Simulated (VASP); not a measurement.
Wanted: the native input for a VASP 6.6.1 run.

```yaml
Task: single point
Functional: PBEsol
Potentials_or_basis: VASP PAW PBE potentials, release 64 (Ta_pv, C)
Cutoff: 520 eV
k_mesh: 18 × 18 × 8
Occupations: fermi-dirac, width 0.15 eV
Spin: no spin polarisation
Dipole_correction: no
Further_INCAR_settings: ALGO = Normal; EDIFF = 1e-06; NBANDS = 20
```

The structure of Ta2C lies in POSCAR:

```
Ta2C
1.0
    3.0958855142      0.0000000000      0.0000000000
   -1.5479427571      2.6811155025      0.0000000000
    0.0000000000      0.0000000000      4.9201740872
Ta C
2 1
Direct
    0.3333333333      0.6666666667      0.2528276348
    0.6666666667      0.3333333333      0.7471723652
    0.0000000000      0.0000000000      0.0000000000
```

These files were run (other wordings do the same):

INCAR

```
PREC     = Accurate       # precision mode
ENCUT    = 520            # plane-wave cutoff, eV
EDIFF    = 1E-6           # SCF threshold, eV
ISMEAR   = -1             # smearing method
SIGMA    = 0.15           # smearing width, eV
LREAL    = F              # projectors in reciprocal space
LASPH    = T              # aspherical terms in the spheres
NELM     = 100            # most SCF steps
ALGO     = Normal         # electronic algorithm
ISIF     = 2              # what is computed and relaxed
LWAVE    = F              # write WAVECAR
LCHARG   = F              # write CHGCAR
GGA      = PS             # functional
NBANDS   = 20             # bands
```

KPOINTS

```
regular mesh
0
Gamma
  18 18 8
```

Potentials or basis: VASP PAW PBE potentials, release 64 (Ta_pv, C).

Run with:

```bash
$ cat potpaw_PBE.64/Ta_pv/POTCAR potpaw_PBE.64/C/POTCAR > POTCAR
$ mpirun -np 1 vasp_std > vasp.out
```

Results of the run:

The pressure is 0.5 GPa. The largest force is 0.046 eV/Å and the band gap on the k mesh is zero (band 13 reaches 7.00 eV, above the bottom of band 14 at 6.20 eV).

Caveat: the PAW data sets were made with another functional, which shifts forces and pressure a little; spin-orbit coupling is left out, which moves the levels of the heavy elements.

It took 3.1 min on 1 thread of Intel(R) Xeon(R) Platinum 8488C (Sapphire Rapids) (shared host), peak memory 0.31 GiB.
